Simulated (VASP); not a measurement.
# Li: single point with PBEsol

Crystal: Li.

```
Li
1.0
     2.93359    0.00000    0.00000
    -1.46679    2.54056    0.00000
     0.00000    0.00000    4.81289
Li
2
Direct
  0.33333 0.66667 0.25000
  0.66667 0.33333 0.75000
```

This isn't the form of Li at room conditions, which is bcc.

```json
{"Program": "VASP 6.6.1", "Task": "single point", "Functional": "PBEsol", "Potentials or basis": "VASP PAW PBE potentials, release 64 (Li_sv)", "Cutoff": "520 eV", "k mesh": "18 × 18 × 10", "Occupations": "fermi-dirac, width 0.1 eV", "Spin": "no spin polarisation", "Dipole correction": "no", "Further INCAR settings": "ALGO = Normal; EDIFF = 1e-07; NBANDS = 10"}
```

* Band gap on the k mesh: zero (bands 3 and 4 overlap by 4.89 eV)

Levels at points of the mesh, in eV from the Fermi level:
```
           k point  band 1  band 2  band 3  band 4  band 5  band 6
(0.00, 0.00, 0.00)  -45.71  -45.68   -3.70   -0.10    3.32   13.63
(0.50, 0.00, 0.00)  -45.68  -45.67   -0.11    1.20    5.05    6.25
(0.00, 0.00, 0.50)  -45.69  -45.69   -2.55   -2.55    8.62    8.62
(0.50, 0.00, 0.50)  -45.67  -45.67    0.70    0.70    3.93    3.93
```

Run time: 72 s on 1 thread of Intel Xeon 8259CL, with other jobs on the host, peak memory 0.19 GiB.
